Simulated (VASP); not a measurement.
Set up this calculation in VASP 6.6.1, as the native input.

| Property | Result |
| --- | --- |
| Task | single point |
| Functional | PBEsol |
| Potentials or basis | VASP PAW PBE potentials, release 64 (Ta_pv, N) |
| Cutoff | 520 eV |
| k mesh | 15 × 15 × 8 |
| Occupations | gaussian, width 0.15 eV |
| Spin | no spin polarisation |
| Dipole correction | no |
| Further INCAR settings | ALGO = Fast; EDIFF = 1e-06; NBANDS = 20 |

The structure of Ta2N lies in POSCAR:

```
Ta2N
1.0
    3.0782595490     -0.1616086263      0.0000000000
   -1.6790869503      2.7466552820      0.0000000000
    0.0000000000      0.0000000000      5.1616082426
Ta N
2 1
Direct
    0.6666666667      0.3333333333      0.7463700642
    0.3333333333      0.6666666667      0.2536299358
    0.0000000000      0.0000000000      0.0000000000
```

This cell differs from its parent crystal: engineering shear strain xy -0.1050, normal strain along z +0.0700.

These files were run (other wordings do the same):

INCAR

```
PREC = Accurate ; ENCUT = 520
EDIFF = 1E-6 ; ISMEAR = 0
SIGMA = 0.15 ; LREAL = F
LASPH = T ; NELM = 60
ALGO = Fast ; ISIF = 2
LWAVE = F ; LCHARG = F
GGA = PS ; NBANDS = 20
```

KPOINTS

```
Automatic mesh
0
Gamma
  15 15 8
```

Potentials or basis: VASP PAW PBE potentials, release 64 (Ta_pv, N).

Run with:

```console
$ cat potpaw_PBE.64/Ta_pv/POTCAR potpaw_PBE.64/N/POTCAR > POTCAR
$ mpirun -np 1 vasp_std > vasp.out
```

It gave:

```
Pressure               : -14.5 GPa
Largest force          : 0.308 eV/Å
Band gap on the k mesh : zero (an odd number of electrons rules out a gap without spin polarisation)
```

Caveat: the cell differs from its parent crystal (engineering shear strain xy -0.1050, normal strain along z +0.0700); the stress differs along the axes, from -22 to -11 GPa; the PAW data sets were made with another functional, which shifts forces and pressure a little; spin-orbit coupling is left out, which moves the levels of the heavy elements.

Wall time 22 min on 1 thread of Oxide Virtual Turin-like Processor, on a shared host, peak memory 0.68 GiB.
